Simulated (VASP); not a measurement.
# TiO2 (P4_2/mnm) in VASP: further runs

Aim: see how the results for TiO2 move with the level of theory and the settings. Levels: LDA, r2SCAN. Tasks: single point.

Program: VASP 6.6.1. These are calculated values, not measurements. Logs are shortened: lines on timing, memory, paths and dates and some standing lists are left out, and cuts for length are marked.

### 1 The cell of the first run

Symmetry: P4_2/mnm, No. 136, tetragonal system. The conventional cell has a = 4.592 Å, b = 4.592 Å, c = 2.957 Å, α = 90.00°, β = 90.00°, γ = 90.00°. Within 2.6 Å of Ti (site symmetry mmm) lie 6 O at 1.95 to 1.98 Å. Within 2.6 Å of O (site symmetry m2m) lie 3 Ti at 1.95 to 1.98 Å and 1 O at 2.53 Å.

### 2 Single point, LDA

INCAR reads:

```
ALGO = Normal
EDIFF = 1E-6
ENCUT = 520
GGA = CA
ISIF = 2
ISMEAR = 0
LASPH = T
LCHARG = F
LREAL = F
LWAVE = F
NBANDS = 33
NELM = 100
PREC = Accurate
SIGMA = 0.01
```

KPOINTS reads:

```
k-points
0
Gamma
  6 6 9
```

POSCAR reads:

```
TiO2
1.0
    4.5922000000      0.0000000000      0.0000000000
    0.0000000000      4.5922000000      0.0000000000
    0.0000000000      0.0000000000      2.9574000000
Ti O
2 4
Direct
    0.0000000000      0.0000000000      0.0000000000
    0.5000000000      0.5000000000      0.5000000000
    0.3052227122      0.3052227122      0.0000000000
    0.1947772878      0.8052227122      0.5000000000
    0.6947772878      0.6947772878      0.0000000000
    0.8052227122      0.1947772878      0.5000000000
```

Potentials or basis: VASP PAW LDA potentials, release 64 (Ti_sv, O).

Started as:

```console
cat potpaw_LDA.64/Ti_sv/POTCAR potpaw_LDA.64/O/POTCAR > POTCAR
mpirun -np 1 vasp_std > vasp.out
```

OUTCAR:

```text
EDIFF = 1E-6
   ENCUT = 520
   GGA = CA
   ISIF = 2
   ISMEAR = 0
   LASPH = T
   LREAL = F
   NELM = 100
   PREC = Accurate

 ion  position               nearest neighbor table
   1  0.000  0.000  0.000-   4 1.95   6 1.95   4 1.95   6 1.95   5 1.98   3 1.98
   2  0.500  0.500  0.500-   3 1.95   5 1.95   3 1.95   5 1.95   4 1.98   6 1.98
   3  0.305  0.305  0.000-   2 1.95   2 1.95   1 1.98
   4  0.195  0.805  0.500-   1 1.95   1 1.95   2 1.98
   5  0.695  0.695  0.000-   2 1.95   2 1.95   1 1.98
   6  0.805  0.195  0.500-   1 1.95   1 1.95   2 1.98

  LATTYP: Found a simple tetragonal cell.
 ALAT       =     4.5922000000
 C/A-ratio  =     0.6440050520

  Lattice vectors:

 A1 = (   4.5922000000,   0.0000000000,   0.0000000000)
 A2 = (   0.0000000000,   4.5922000000,   0.0000000000)
 A3 = (   0.0000000000,   0.0000000000,   2.9574000000)

Analysis of symmetry for initial positions (statically):
=====================================================================
 Subroutine PRICEL returns:
 Original cell was already a primitive cell.

 Routine SETGRP: Setting up the symmetry group for a
 simple tetragonal supercell.

 Subroutine GETGRP returns: Found 16 space group operations
 (whereof  8 operations were pure point group operations)
 out of a pool of 16 trial point group operations.

The static configuration has the point symmetry D_2h.
 The point group associated with its full space group is D_4h.

Analysis of symmetry for dynamics (positions and initial velocities):
=====================================================================
 Subroutine PRICEL returns:
 Original cell was already a primitive cell.

 Routine SETGRP: Setting up the symmetry group for a
 simple tetragonal supercell.

 Subroutine GETGRP returns: Found 16 space group operations
 (whereof  8 operations were pure point group operations)
 out of a pool of 16 trial point group operations.

The dynamic configuration has the point symmetry D_2h.
 The point group associated with its full space group is D_4h.

 Subroutine INISYM returns: Found 16 space group operations
 (whereof  8 operations are pure point group operations),
 and found     1 'primitive' translations

----------------------------------------------------------------------------------------

                                     Primitive cell

  volume of cell :      62.3665

  direct lattice vectors                    reciprocal lattice vectors
     4.592200000  0.000000000  0.000000000     0.217760550  0.000000000  0.000000000
     0.000000000  4.592200000  0.000000000     0.000000000  0.217760550  0.000000000
     0.000000000  0.000000000  2.957400000     0.000000000  0.000000000  0.338134848

  length of vectors
     4.592200000  4.592200000  2.957400000     0.217760550  0.217760550  0.338134848

  position of ions in fractional coordinates (direct lattice)
     0.000000000  0.000000000  0.000000000
     0.500000000  0.500000000  0.500000000
     0.305222712  0.305222712  0.000000000
     0.194777288  0.805222712  0.500000000
     0.694777288  0.694777288  0.000000000
     0.805222712  0.194777288  0.500000000

  ion indices of the primitive-cell ions
   primitive index   ion index
                 1           1
                 2           2
                 3           3
                 4           4
                 5           5
                 6           6

----------------------------------------------------------------------------------------

 KPOINTS: k-points

Automatic generation of k-mesh.
 Grid dimensions read from file:
 generate k-points for:    6    6    9

 Generating k-lattice:

  Cartesian coordinates                     Fractional coordinates (reciprocal lattice)
     0.036293425  0.000000000  0.000000000     0.166666667  0.000000000  0.000000000
     0.000000000  0.036293425  0.000000000     0.000000000  0.166666667  0.000000000
     0.000000000  0.000000000  0.037570539     0.000000000  0.000000000  0.111111111

  Length of vectors
     0.036293425  0.036293425  0.037570539

  Shift w.r.t. Gamma in fractional coordinates (k-lattice)
     0.000000000  0.000000000  0.000000000

 Subroutine IBZKPT returns following result:
 ===========================================

 Found     50 irreducible k-points:

 Following reciprocal coordinates:
            Coordinates               Weight
  0.000000  0.000000  0.000000      1.000000
  0.166667  0.000000  0.000000      4.000000
  0.333333  0.000000  0.000000      4.000000
  0.500000  0.000000  0.000000      2.000000
  0.166667  0.166667  0.000000      4.000000
  0.333333  0.166667  0.000000      8.000000
[... 16 lines left out ...]
  0.333333  0.000000  0.222222      8.000000
  0.500000  0.000000  0.222222      4.000000
 [... further k-points ...]
   k-points           NKPTS =     50   k-points in BZ     NKDIM =     50   number of bands    NBANDS=     33
   number of dos      NEDOS =    301   number of ions     NIONS =      6
   total plane-waves  NPLWV =  31104
   dimension x,y,z NGX =    36 NGY =   36 NGZ =   24
   dimension x,y,z NGXF=    72 NGYF=   72 NGZF=   48
   ions per type =               2   4
   NGX,Y,Z   is equivalent  to a cutoff of  13.03, 13.03, 13.49 a.u.
   NGXF,Y,Z  is equivalent  to a cutoff of  26.07, 26.07, 26.98 a.u.
 SYSTEM =  unknown system
   PREC   = accura    normal or accurate (medium, high low for compatibility)
   ISTART =      0    job   : 0-new  1-cont  2-samecut
   ICHARG =      2    charge: 1-file 2-atom 10-const
   ISPIN  =      1    spin polarized calculation?
   LNONCOLLINEAR =      F non collinear calculations
   LSORBIT =      F    spin-orbit coupling
   LASPH  =      T    aspherical Exc in radial PAW
   ENCUT  =  520.0 eV  38.22 Ry    6.18 a.u.   8.54  8.54  5.50*2*pi/ulx,y,z
   NELM   =    100;   NELMIN=  2; NELMDL= -5     # of ELM steps
   EDIFF  = 0.1E-05   stopping-criterion for ELM
   LREAL  =      F    real-space projection
   EDIFFG = 0.1E-04   stopping-criterion for IOM
   NSW    =      0    number of steps for IOM
   IBRION =     -1    ionic relax: 0-MD 1-quasi-New 2-CG
   NFREE  =      0    steps in history (QN), initial steepest desc. (CG)
   ISIF   =      2    stress and relaxation
   ISYM   =      2    0-nonsym 1-usesym 2-fastsym
   POTIM  = 0.5000    time-step for ionic-motion
   TEBEG  =    0.0;   TEEND  =   0.0 temperature during run
   PSTRESS=    0.0 pullay stress
   NELECT =      48.0000    total number of electrons
   NUPDOWN=      -1.0000    fix difference up-down
   EMIN   =  10.00;   EMAX   =-10.00  energy-range for DOS
   EFERMI =   0.00;   METHOD = LEGACY
   ISMEAR =     0;   SIGMA  =   0.01  broadening in eV -4-tet -1-fermi 0-gaus
   EFERMI_NEDOS =   21; number of points for ismear=-14 and -15
   IALGO  =     38    algorithm
   IMIX   =      4    mixing-type and parameters
     AMIX     =   0.40;   BMIX     =  1.00
     AMIX_MAG =   1.60;   BMIX_MAG =  1.00
  volume/ion in A,a.u.               =      10.39        70.15
  Fermi-wavevector in a.u.,A,eV,Ry     =   1.500277  2.835112 30.624403  2.250830
  Thomas-Fermi vector in A             =   2.611798
   LORBIT       =      0    0 simple, 1 ext, 2 COOP (PROOUT), +10 PAW based schemes
   GGA     = CA    functional components
   LHFCALC =     F    Hartree Fock is set to
   AEXX    =    0.0000 exact exchange contribution
   IVDW    =     0    specifies the selected vdW correction
   LEPSILON=     F    determine dielectric tensor
   LRPA    =     F    only Hartree local field effects (RPA)
 non-spin polarized calculation
 Gauss-broadening in eV      SIGMA  =   0.01
  energy-cutoff  :      520.00
  volume of cell :       62.37
 maximum number of plane-waves:      1720
 NGX is ok and might be reduce to    36
   NGX = 17   NGY = 17   NGZ = 11

 number of electron      48.0000022 magnetization

 Free energy of the ion-electron system (eV)
  ---------------------------------------------------
  ext. energy  EPLUGINS =         0.00000000
  ---------------------------------------------------
  free energy    TOTEN  =       -58.74258133 eV

  energy without entropy =      -58.74258133  energy(sigma->0) =      -58.74258133

 E-fermi :   4.6778     XC(G=0): -11.9967

 val. band max:        4.5589922862   @ k =   0.0000   0.0000   0.0000
 cond. band min:       6.3548338308   @ k =   0.0000   0.0000   0.0000
 fundamental gap:      1.7958415445
 Fermi energy:         4.6778241429

 k-point     1 :       0.0000    0.0000    0.0000
  band No.  band energies     occupation
      1     -51.6116      2.00000
      2     -51.5929      2.00000
      3     -28.3226      2.00000
      4     -28.3226      2.00000
      5     -28.1504      2.00000
      6     -28.1504      2.00000
[... 25 lines left out ...]
     32      11.2270      0.00000
     33      11.2322      0.00000

 k-point     2 :       0.1667    0.0000    0.0000
  band No.  band energies     occupation
      1     -51.6104      2.00000
      2     -51.5942      2.00000
      3     -28.3135      2.00000
      4     -28.3126      2.00000
      5     -28.1616      2.00000
      6     -28.1607      2.00000
[... 25 lines left out ...]
     32      11.1326      0.00000
     33      11.1527      0.00000

 k-point     3 :       0.3333    0.0000    0.0000
  band No.  band energies     occupation
      1     -51.6069      2.00000
      2     -51.5976      2.00000
      3     -28.2891      2.00000
      4     -28.2867      2.00000
      5     -28.1898      2.00000
      6     -28.1873      2.00000
[... 25 lines left out ...]
     32      10.9446      0.00000
     33      10.9830      0.00000

 k-point     4 :       0.5000    0.0000    0.0000
  band No.  band energies     occupation
      1     -51.6022      2.00000
      2     -51.6022      2.00000
      3     -28.2675      2.00000
      4     -28.2675      2.00000
      5     -28.2101      2.00000
      6     -28.2101      2.00000
[... 25 lines left out ...]
     32      10.6770      0.00000
     33      10.8680      0.00000

 k-point     5 :       0.1667    0.1667    0.0000
  band No.  band energies     occupation
      1     -51.6093      2.00000
      2     -51.5953      2.00000
      3     -28.3260      2.00000
      4     -28.2853      2.00000
      5     -28.1906      2.00000
      6     -28.1483      2.00000
[... 604 lines left out ...]
 k-point    22 :       0.1667    0.0000    0.2222
  band No.  band energies     occupation
      1     -51.5905      2.00000
      2     -51.5781      2.00000
      3     -28.3204      2.00000
      4     -28.2960      2.00000
      5     -28.2611      2.00000
      6     -28.2566      2.00000
[... 25 lines left out ...]
     32      10.4205      0.00000
     33      10.6768      0.00000

 k-point    23 :       0.3333    0.0000    0.2222
  band No.  band energies     occupation
      1     -51.5879      2.00000
      2     -51.5807      2.00000
      3     -28.3246      2.00000
      4     -28.3084      2.00000
      5     -28.2399      2.00000
      6     -28.2310      2.00000
[... 25 lines left out ...]
     32      10.0105      0.00000
     33      10.7337      0.00000

 k-point    24 :       0.5000    0.0000    0.2222
  band No.  band energies     occupation
      1     -51.5843      2.00000
      2     -51.5843      2.00000
      3     -28.3198      2.00000
      4     -28.3198      2.00000
      5     -28.2197      2.00000
      6     -28.2197      2.00000
[... 25 lines left out ...]
     32       9.8432      0.00000
     33      11.1371      0.00000

 [... further k-points ...]

------------------------ aborting loop because EDIFF is reached ----------------------------------------

  FORCE on cell =-STRESS in cart. coord.  units (eV):
  Direction    XX          YY          ZZ          XY          YZ          ZX
  --------------------------------------------------------------------------------------
  -------------------------------------------------------------------------------------
  Total       -2.2817521     -2.2817521     -3.3226320     -0.0000000      0.0000000      0.0000000
  in kB      -58.6175119    -58.6175119    -85.3573976     -0.0000000      0.0000000      0.0000000
  external PRESSURE =     -67.5308071 kB  Pullay stress =       0.0000000 kB

 VOLUME and BASIS-vectors are now :
 -----------------------------------------------------------------------------
  energy-cutoff  :      520.00
  volume of cell :       62.37
      direct lattice vectors                 reciprocal lattice vectors
     4.592200000  0.000000000  0.000000000     0.217760550  0.000000000  0.000000000
     0.000000000  4.592200000  0.000000000     0.000000000  0.217760550  0.000000000
     0.000000000  0.000000000  2.957400000     0.000000000  0.000000000  0.338134848

 POSITION                                       TOTAL-FORCE (eV/Angst)
 -----------------------------------------------------------------------------------
      0.00000      0.00000      0.00000         0.000000      0.000000      0.000000
      2.29610      2.29610      1.47870         0.000000      0.000000      0.000000
      1.40164      1.40164      0.00000        -0.026664     -0.026664     -0.000000
      0.89446      3.69774      1.47870         0.026664     -0.026664      0.000000
      3.19056      3.19056      0.00000         0.026664      0.026664      0.000000
      3.69774      0.89446      1.47870        -0.026664      0.026664      0.000000
 -----------------------------------------------------------------------------------
    total drift:                                0.000000      0.000000     -0.000000

  FREE ENERGIE OF THE ION-ELECTRON SYSTEM (eV)
  ---------------------------------------------------
  free  energy   TOTEN  =       -58.7425813328 eV

  energy  without entropy=      -58.7425813328  energy(sigma->0) =      -58.74258133
```

Wall time 65 s (1 thread of Intel Xeon Platinum 8488C (Sapphire Rapids), shared host); peak memory 0.2 GiB.

Results:

```
Free energy            : -58.7426 eV
Pressure               : -6.8 GPa
Largest force          : 0.038 eV/Å
Band gap on the k mesh : 1.80 eV
```

Forces on the atoms (eV/Å):
```
Ti   0.000  0.000  0.000
Ti   0.000  0.000  0.000
O   -0.027 -0.027  0.000
O    0.027 -0.027  0.000
O    0.027  0.027  0.000
O   -0.027  0.027  0.000
```

Caveat: the cell stands under tension; an odd mesh through Γ misses points on the zone boundary, where band edges can lie. Expect the measured gap to be larger: semilocal functionals such as LDA lack the derivative discontinuity.

### 3 Single point, r2SCAN

POSCAR reads:

```
TiO2
1.0
    4.5922000000      0.0000000000      0.0000000000
    0.0000000000      4.5922000000      0.0000000000
    0.0000000000      0.0000000000      2.9574000000
Ti O
2 4
Direct
    0.0000000000      0.0000000000      0.0000000000
    0.5000000000      0.5000000000      0.5000000000
    0.3045923025      0.3045923025      0.0000000000
    0.1954076975      0.8045923025      0.5000000000
    0.6954076975      0.6954076975      0.0000000000
    0.8045923025      0.1954076975      0.5000000000
```

INCAR.step1 reads:

```
SYSTEM = TiO2
  ALGO = Normal
  EDIFF = 1E-4
  ENCUT = 520
  GGA = PE
  ISMEAR = 0
  LASPH = .True.
  LCHARG = .False.
  LREAL = .False.
  LWAVE = .True.
  NBANDS = 33
  NELM = 60
  PREC = Accurate
  SIGMA = 0.01
```

INCAR.step2 reads:

```
SYSTEM = TiO2
  ALGO = Normal
  EDIFF = 1E-6
  ENCUT = 520
  ISIF = 2
  ISMEAR = 0
  ISTART = 1
  LASPH = .True.
  LCHARG = .True.
  LELF = .True.
  LMIXTAU = .True.
  LREAL = .False.
  LVHAR = .True.
  LWAVE = .False.
  METAGGA = R2SCAN
  NBANDS = 33
  NELM = 60
  PREC = Accurate
  SIGMA = 0.01
```

KPOINTS reads:

```
k-points
0
Gamma
  6 6 9
  0 0 0
```

Potentials or basis: VASP PAW PBE potentials, release 64 (Ti_sv, O).

Started as:

```console
cat potpaw_PBE.64/Ti_sv/POTCAR potpaw_PBE.64/O/POTCAR > POTCAR
cp INCAR.step1 INCAR
mpirun -np 1 vasp_std > vasp.out
cp INCAR.step2 INCAR
mpirun -np 1 vasp_std > vasp.out
```

It took 4.7 min on 1 thread of Intel Xeon Platinum 8488C (Sapphire Rapids), shared host; peak memory 0.23 GiB.

The run converged. Its results:

- Free energy: -69.7941 eV
- Pressure: 1.4 GPa
- Largest force: 0.032 eV/Å
- Band gap on the k mesh: 2.23 eV

Forces on the atoms (eV/Å):
```
Ti   0.000  0.000  0.000
Ti   0.000  0.000  0.000
O   -0.023 -0.023  0.000
O    0.023 -0.023  0.000
O    0.023  0.023  0.000
O   -0.023  0.023  0.000
```

Stress tensor (GPa, compression positive):
```
1.32 0.00 0.00
0.00 1.32 0.00
0.00 0.00 1.42
```

Levels at points of the mesh, in eV from the valence-band top:
```
           k point  band 22  band 23  band 24  band 25  band 26  band 27
(0.00, 0.00, 0.00)    -0.49    -0.49     0.00     2.23     2.55     2.78
(0.50, 0.00, 0.00)    -1.72    -0.78    -0.78     2.92     2.92     3.40
(0.50, 0.50, 0.00)    -1.40    -1.13    -1.13     2.26     2.26     2.89
```

Caveat: the PAW data sets were made with another functional, which shifts forces and pressure a little; an odd mesh through Γ misses points on the zone boundary, where band edges can lie.
